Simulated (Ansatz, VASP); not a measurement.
**One calculation of InGa26P27, two programs**

```
CELL_PARAMETERS angstrom
0.00000 8.17575 8.17575
8.17575 0.00000 8.17575
8.17575 8.17575 0.00000
ATOMIC_POSITIONS crystal
In 0.00026 0.99997 0.99976
Ga 0.00013 0.00008 0.33531
Ga 0.00012 0.00004 0.66452
Ga 0.00012 0.33525 0.00013
Ga 0.99972 0.33343 0.33339
Ga 0.00020 0.33531 0.66437
Ga 0.00022 0.66447 0.99998
Ga 0.00032 0.66452 0.33516
Ga 0.00034 0.66648 0.66656
Ga 0.33533 0.99994 0.00012
Ga 0.33356 0.99963 0.33336
Ga 0.33552 0.99991 0.66439
Ga 0.33352 0.33334 0.99967
Ga 0.33357 0.33336 0.33336
Ga 0.33335 0.33317 0.66673
Ga 0.33540 0.66440 0.99999
Ga 0.33337 0.66676 0.33311
Ga 0.33339 0.66677 0.66669
Ga 0.66452 0.00006 0.00002
Ga 0.66468 0.00009 0.33516
Ga 0.66657 0.00022 0.66657
Ga 0.66466 0.33510 0.00004
Ga 0.66682 0.33319 0.33319
Ga 0.66686 0.33317 0.66669
Ga 0.66667 0.66649 0.00022
Ga 0.66687 0.66674 0.33309
Ga 0.66681 0.66649 0.66640
P 0.08810 0.08802 0.08805
P 0.08349 0.08339 0.41658
P 0.08826 0.08807 0.73559
P 0.08347 0.41658 0.08335
P 0.08350 0.41662 0.41649
P 0.08335 0.41644 0.75010
P 0.08822 0.73576 0.08794
P 0.08337 0.75008 0.41653
P 0.08337 0.75005 0.75000
P 0.41663 0.08332 0.08334
P 0.41677 0.08333 0.41649
P 0.41655 0.08318 0.75011
P 0.41674 0.41647 0.08335
P 0.41677 0.41669 0.41668
P 0.41679 0.41669 0.74982
P 0.41666 0.74998 0.08317
P 0.41684 0.74981 0.41664
P 0.41680 0.74997 0.74999
P 0.73607 0.08789 0.08791
P 0.75014 0.08321 0.41654
P 0.75015 0.08320 0.75003
P 0.75015 0.41646 0.08320
P 0.74991 0.41669 0.41665
P 0.75023 0.41646 0.75001
P 0.75022 0.75005 0.08313
P 0.75031 0.75007 0.41636
P 0.75009 0.74993 0.74994
```

Alike in both runs: functional PBE; k mesh 1 × 1 × 1; occupations gaussian, width 0.05 eV; collinear spin.

Ansatz relaxed the structure, and its values are those at the end. VASP's run is a single point on that final structure, the one shown.

```csv
,VASP,Ansatz
version,VASP 6.6.1,Ansatz 0.2.0
potentials or method,"VASP PAW PBE potentials, release 64 (In_d, Ga_d, P), cutoff 400 eV","scalar-relativistic, plane waves, PAW"
valence electrons in the cell,486,486
```

Ansatz gave:

- rms of the force components (eV/Å): 0.010
- net moment per atom (μB): 0.00

Problem. Estimate VASP's values.

Solution. rms of the force components (eV/Å): 0.009; net moment per atom (μB): 0.00.

The functional is the same, so the differences come from potentials, cutoffs and numerics. Ansatz's warnings: seeded moment not kept.
